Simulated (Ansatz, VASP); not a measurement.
**Na in VASP and in Ansatz**

The input INCAR:

```
  PREC = Accurate
  ENCUT = 520
  EDIFF = 1E-6
  ISMEAR = 0
  SIGMA = 0.1
  LREAL = F
  LASPH = T
  NELM = 80
  ALGO = Fast
  ISIF = 2
  LWAVE = F
  LCHARG = F
  GGA = PE
  NBANDS = 10
```

The input KPOINTS:

```
regular mesh
0
Gamma
  6 6 6
```

POSCAR

```
Na
1.0
   -1.8882910800      1.8882910800      2.6372766800
    1.8882910800     -1.8882910800      2.6372766800
    1.8882910800      1.8882910800     -2.6372766800
Na
1
Direct
    0.0000000000      0.0000000000      0.0000000000
```

Input for Ansatz:

```yaml
crystal:
  lattice:
    - [-1.88829108, 1.88829108, 2.63727668]
    - [1.88829108, -1.88829108, 2.63727668]
    - [1.88829108, 1.88829108, -2.63727668]
  atoms:
    - { symbol: Na, position: [0.0, 0.0, 0.0] }
basis:
  ecutwfc: 420
kpoints:
  mp_grid: { grid: [6, 6, 6] }
hamiltonian:
  xc: pbe
scf:
  occupations: { method: gaussian, width: 0.1 }
output:
  forces: true
  stress: true
  eigenvalues: true
```

Alike in both runs: task single point; functional PBE; k mesh 6 × 6 × 6; occupations gaussian, width 0.1 eV; no spin polarisation.

|  | VASP | Ansatz |
| --- | --- | --- |
| version | VASP 6.6.1 | Ansatz 0.2.0 |
| potentials or method | VASP PAW PBE potentials, release 64 (Na_pv), cutoff 520 eV | scalar-relativistic, plane waves, PAW |
| valence electrons in the cell | 7 | 9 |

|  | VASP | Ansatz | Ansatz less VASP |
| --- | --- | --- | --- |
| gap on the k mesh at the Fermi level (eV) | none | none | - |
| pressure (GPa) | -0.2 | -0.1 | +0.07 |
| traceless stress, the component that is largest in VASP (GPa) | -0.09 | -0.09 | 0.000 |

A gap of «none» marks a metal or a gap that the smearing closes. With one functional, cell and mesh, what is left measures potentials, basis and numerics. VASP's potentials hold 7 valence electrons a cell and Ansatz's 9, so a difference there can come from the potentials and not from the codes.

The k mesh is coarse, so the values compare programs but aren't converged.
